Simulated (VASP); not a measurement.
# B (Im-3m) in VASP: notebook

B is run at these levels: PBEsol; tasks: relaxation of cell and atoms, single point.

Program: VASP 6.6.1. These are calculated values, not measurements. Logs are shortened: lines on timing, memory, paths and dates and some standing lists are left out, and cuts for length are marked.

**1. The cell of the first run**

Symmetry: Im-3m, No. 229, cubic system. The conventional cell has a = 2.351 Å, b = 2.351 Å, c = 2.351 Å, α = 90.00°, β = 90.00°, γ = 90.00°. B (site symmetry m-3m) has 14 B at 2.04 to 2.35 Å within 2.7 Å.

**2. Relaxation of cell and atoms, PBEsol**

Contents of INCAR:

```
SYSTEM = B
ALGO = Normal ; EDIFF = 1E-6
EDIFFG = -0.005 ; ENCUT = 600
GGA = PS ; IBRION = 2
ISIF = 3 ; ISMEAR = -1
LASPH = .True. ; LCHARG = .False.
LREAL = .False. ; LWAVE = .False.
NELM = 60 ; NSW = 60
PREC = Accurate ; SIGMA = 0.08
```

Contents of KPOINTS:

```
k-points
0
Gamma
  25 25 25
  0 0 0
```

Contents of POSCAR:

```
B
1.0
   -1.1756673439      1.1756673439      1.1756673439
    1.1756673439     -1.1756673439      1.1756673439
    1.1756673439      1.1756673439     -1.1756673439
B
1
Direct
    0.0000000000      0.0000000000      0.0000000000
```

Potentials or basis: VASP PAW PBE potentials, release 64 (B).

Launch:

```bash
> cat potpaw_PBE.64/B/POTCAR > POTCAR
> mpirun -np 1 vasp_std > vasp.out
```

OUTCAR:

```text
SYSTEM = B
   EDIFF = 1E-6
   EDIFFG = -0.005
   ENCUT = 600
   GGA = PS
   IBRION = 2
   ISIF = 3
   ISMEAR = -1
   LASPH = .True.
   LREAL = .False.
   NELM = 60
   NSW = 60
   PREC = Accurate

 ion  position               nearest neighbor table
   1  0.000  0.000  0.000-

  LATTYP: Found a body centered cubic cell.
 ALAT       =     2.3513346878

  Lattice vectors:

 A1 = (  -1.1756673439,   1.1756673439,   1.1756673439)
 A2 = (   1.1756673439,  -1.1756673439,   1.1756673439)
 A3 = (   1.1756673439,   1.1756673439,  -1.1756673439)

Analysis of symmetry for initial positions (statically):
=====================================================================
 Subroutine PRICEL returns:
 Original cell was already a primitive cell.

 Routine SETGRP: Setting up the symmetry group for a
 body centered cubic supercell.

 Subroutine GETGRP returns: Found 48 space group operations
 (whereof 48 operations were pure point group operations)
 out of a pool of 48 trial point group operations.

The static configuration has the point symmetry O_h .

Analysis of symmetry for dynamics (positions and initial velocities):
=====================================================================
 Subroutine PRICEL returns:
 Original cell was already a primitive cell.

 Routine SETGRP: Setting up the symmetry group for a
 body centered cubic supercell.

 Subroutine GETGRP returns: Found 48 space group operations
 (whereof 48 operations were pure point group operations)
 out of a pool of 48 trial point group operations.

The dynamic configuration has the point symmetry O_h .

 Subroutine INISYM returns: Found 48 space group operations
 (whereof 48 operations are pure point group operations),
 and found     1 'primitive' translations

----------------------------------------------------------------------------------------

                                     Primitive cell

  volume of cell :       6.5000

  direct lattice vectors                    reciprocal lattice vectors
    -1.175667344  1.175667344  1.175667344     0.000000000  0.425290370  0.425290370
     1.175667344 -1.175667344  1.175667344     0.425290370  0.000000000  0.425290370
     1.175667344  1.175667344 -1.175667344     0.425290370  0.425290370  0.000000000

  length of vectors
     2.036315572  2.036315572  2.036315572     0.601451410  0.601451410  0.601451410

[... 40 lines left out ...]
  0.200000  0.000000  0.000000     12.000000
[... 16 lines left out ...]
  0.400000  0.040000  0.000000     48.000000
  0.440000  0.040000  0.000000     48.000000
 [... further k-points ...]
   k-points           NKPTS =    455   k-points in BZ     NKDIM =    455   number of bands    NBANDS=      5
   number of dos      NEDOS =    301   number of ions     NIONS =      1
   total plane-waves  NPLWV =   4096
   dimension x,y,z NGX =    16 NGY =   16 NGZ =   16
   dimension x,y,z NGXF=    32 NGYF=   32 NGZF=   32
   ions per type =               1
   NGX,Y,Z   is equivalent  to a cutoff of  13.06, 13.06, 13.06 a.u.
   NGXF,Y,Z  is equivalent  to a cutoff of  26.12, 26.12, 26.12 a.u.
 SYSTEM =  B
   PREC   = accura    normal or accurate (medium, high low for compatibility)
   ISTART =      0    job   : 0-new  1-cont  2-samecut
   ICHARG =      2    charge: 1-file 2-atom 10-const
   ISPIN  =      1    spin polarized calculation?
   LNONCOLLINEAR =      F non collinear calculations
   LSORBIT =      F    spin-orbit coupling
   LASPH  =      T    aspherical Exc in radial PAW
   ENCUT  =  600.0 eV  44.10 Ry    6.64 a.u.   4.07  4.07  4.07*2*pi/ulx,y,z
   NELM   =     60;   NELMIN=  2; NELMDL= -5     # of ELM steps
   EDIFF  = 0.1E-05   stopping-criterion for ELM
   LREAL  =      F    real-space projection
   EDIFFG = -.5E-02   stopping-criterion for IOM
   NSW    =     60    number of steps for IOM
   IBRION =      2    ionic relax: 0-MD 1-quasi-New 2-CG
   NFREE  =      1    steps in history (QN), initial steepest desc. (CG)
   ISIF   =      3    stress and relaxation
   ISYM   =      2    0-nonsym 1-usesym 2-fastsym
   POTIM  = 0.5000    time-step for ionic-motion
   TEBEG  =    0.0;   TEEND  =   0.0 temperature during run
   PSTRESS=    0.0 pullay stress
   NELECT =       3.0000    total number of electrons
   NUPDOWN=      -1.0000    fix difference up-down
   EMIN   =  10.00;   EMAX   =-10.00  energy-range for DOS
   EFERMI =   0.00;   METHOD = LEGACY
   ISMEAR =    -1;   SIGMA  =   0.08  broadening in eV -4-tet -1-fermi 0-gaus
   EFERMI_NEDOS =   21; number of points for ismear=-14 and -15
   IALGO  =     38    algorithm
   IMIX   =      4    mixing-type and parameters
     AMIX     =   0.40;   BMIX     =  1.00
     AMIX_MAG =   1.60;   BMIX_MAG =  1.00
  volume/ion in A,a.u.               =       6.50        43.86
  Fermi-wavevector in a.u.,A,eV,Ry     =   1.265156  2.390798 21.777758  1.600620
  Thomas-Fermi vector in A             =   2.398424
   LORBIT       =      0    0 simple, 1 ext, 2 COOP (PROOUT), +10 PAW based schemes
   GGA     = PS    functional components
   LHFCALC =     F    Hartree Fock is set to
   AEXX    =    0.0000 exact exchange contribution
   IVDW    =     0    specifies the selected vdW correction
   LEPSILON=     F    determine dielectric tensor
   LRPA    =     F    only Hartree local field effects (RPA)
 conjugate gradient relaxation of ions
 non-spin polarized calculation
  energy-cutoff  :      600.00
  volume of cell :        6.50
 maximum number of plane-waves:       236
   NGX =  9   NGY =  9   NGZ =  9

--------------------------------------- Ionic step        1  -------------------------------------------

 number of electron       3.0000000 magnetization

 Free energy of the ion-electron system (eV)
  ---------------------------------------------------
  ext. energy  EPLUGINS =         0.00000000
  ---------------------------------------------------
  free energy    TOTEN  =        -5.37715698 eV

  energy without entropy =       -5.37173161  energy(sigma->0) =       -5.37444430

 E-fermi :   9.2780     XC(G=0): -12.6386

 val. band max:        9.2759192159   @ k =  -0.3600   0.4000   0.0800
 cond. band min:       9.3014820428   @ k =   0.3200   0.1200   0.0000
 fundamental gap:      0.0255628269
 Fermi energy:         9.2779816738

 k-point     1 :       0.0000    0.0000    0.0000
  band No.  band energies     occupation
      1      -8.6709      2.00000
      2      24.0902      0.00000
      3      24.0902      0.00000
      4      24.0902      0.00000
      5      42.0417      0.00000
[... 253 lines left out ...]
--------------------------------------- Ionic step        3  -------------------------------------------

 number of electron       3.0000000 magnetization

 Free energy of the ion-electron system (eV)
  ---------------------------------------------------
  ext. energy  EPLUGINS =         0.00000000
  ---------------------------------------------------
  free energy    TOTEN  =        -5.39781050 eV

  energy without entropy =       -5.39363211  energy(sigma->0) =       -5.39572130

 E-fermi :  10.1376     XC(G=0): -12.9237

 val. band max:       10.1271228776   @ k =  -0.4400   0.4800   0.3600
 cond. band min:      10.1745063469   @ k =  -0.3600   0.4000   0.0800
 fundamental gap:      0.0473834693
 Fermi energy:        10.1376319224

 k-point     1 :       0.0000    0.0000    0.0000
  band No.  band energies     occupation
      1      -8.6498      2.00000
      2      25.8753      0.00000
      3      25.8753      0.00000
      4      25.8753      0.00000
      5      44.1923      0.00000
[... 212 lines left out ...]
  FREE ENERGIE OF THE ION-ELECTRON SYSTEM (eV)
  ---------------------------------------------------
  free  energy   TOTEN  =        -5.3978105018 eV

  energy  without entropy=       -5.3936321082  energy(sigma->0) =       -5.39572130

 reached required accuracy - stopping structural energy minimisation
```

It took 36 s on 1 thread of AMD EPYC 7R13, shared host; peak memory 0.09 GiB.

What came out:

* Free energy: -5.3978 eV
* Relaxed volume: 6.06 Å³/atom
* Relaxed cell: a = 1.990 Å, b = 1.990 Å, c = 1.990 Å, α = 109.47°, β = 109.47°, γ = 109.47°
* Space group after relaxing (to 0.05 Å): Im-3m (No. 229)
* Energy gained by relaxing: 20.7 meV/atom
* Ionic steps: 3
* Pressure after relaxing: 0.1 GPa

The path:
```
step  energy change (eV)  largest force (eV/Å)  pressure (GPa)  volume (Å³)
   1              0.0000                0.0000          -14.22         6.50
   2             -0.0195                0.0000            3.93         5.97
   3             -0.0207                0.0000            0.05         6.06
```

Final structure:
```yaml
crystal:
  lattice:
    - [-1.14883, 1.14883, 1.14883]
    - [1.14883, -1.14883, 1.14883]
    - [1.14883, 1.14883, -1.14883]
  atoms:
    - { symbol: B, position: [0.00000, 0.00000, 0.00000] }
```

Caveat: the PAW data sets were made with another functional, which shifts forces and pressure a little.

**3. Single point, PBEsol**

This run uses another cell than the first one, of 5.33 Å³/atom, 0.821 times its volume.

Contents of INCAR:

```
SYSTEM = B
ALGO = Normal ; EDIFF = 1E-6
ENCUT = 500 ; GGA = PS
GGA_COMPAT = .False. ; ISIF = 2
ISMEAR = -1 ; LASPH = .True.
LCHARG = .False. ; LREAL = .False.
LWAVE = .False. ; NBANDS = 8
NELM = 120 ; PREC = Accurate
SIGMA = 0.08
```

Contents of KPOINTS:

```
Automatic mesh
0
Gamma
  25 25 25
  0.5 0.5 0.5
```

Contents of POSCAR:

```
B
1.0
   -1.1007316360      1.1007316360      1.1007316360
    1.1007316360     -1.1007316360      1.1007316360
    1.1007316360      1.1007316360     -1.1007316360
B
1
Direct
    0.0000000000      0.0000000000      0.0000000000
```

Potentials or basis: VASP PAW PBE potentials, release 64 (B).

Launch:

```bash
> cat potpaw_PBE.64/B/POTCAR > POTCAR
> mpirun -np 1 vasp_std > vasp.out
```

Run time: 6.7 s. Hardware: 1 thread of AMD EPYC 9R45 (Zen 5), shared host; peak memory 0.08 GiB.

It converged, with:

* Free energy: -5.3123 eV
* Pressure: 40.3 GPa

Levels at points of the mesh, in eV from the Fermi level:
| k point | band 1 | band 2 | band 3 | band 4 | band 5 |
| --- | --- | --- | --- | --- | --- |
| (0.50, 0.50, 0.50) | 0.34 | 0.34 | 0.34 | 10.47 | 10.47 |

Caveat: the PAW data sets were made with another functional, which shifts forces and pressure a little.
